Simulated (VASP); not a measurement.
Here is a VASP 6.6.1 calculation.

The input INCAR:

```
SYSTEM = AlN
PREC     = Accurate       ! precision mode
ENCUT    = 520            ! plane-wave cutoff, eV
EDIFF    = 1E-6           ! SCF threshold, eV
ISMEAR   = 0              ! smearing method
SIGMA    = 0.05           ! smearing width, eV
LREAL    = .False.        ! projectors in reciprocal space
LASPH    = .True.         ! aspherical terms in the spheres
NELM     = 80             ! most SCF steps
ALGO     = Normal         ! electronic algorithm
ISIF     = 2              ! what is computed and relaxed
LWAVE    = .False.        ! write WAVECAR
LCHARG   = .False.        ! write CHGCAR
GGA      = PS             ! functional
NBANDS   = 16             ! bands
```

Contents of KPOINTS:

```
regular mesh
0
Gamma
  9 9 6
  0 0 0
```

POSCAR

```
AlN
1.0
    3.2477849220      0.0000000000      0.0000000000
   -1.6238924610      2.8126642485      0.0000000000
    0.0000000000      0.0000000000      4.0727193266
Al N
2 2
Direct
    0.3333333333      0.6666666667      0.7500000000
    0.6666666667      0.3333333333      0.2500000000
    0.3333333333      0.6666666667      0.2500000000
    0.6666666667      0.3333333333      0.7500000000
```

Potentials or basis: VASP PAW PBE potentials, release 64 (Al, N).

Command:

```sh
$ cat potpaw_PBE.64/Al/POTCAR potpaw_PBE.64/N/POTCAR > POTCAR
$ mpirun -np 1 vasp_std > vasp.out
```

(1) What does it give for the band gap on the k mesh?

(2) Predict the pressure.

Results:

(1) 3.70 eV, direct.

(2) 11.7 GPa.

Caveat: the PAW data sets were made with another functional, which shifts forces and pressure a little.
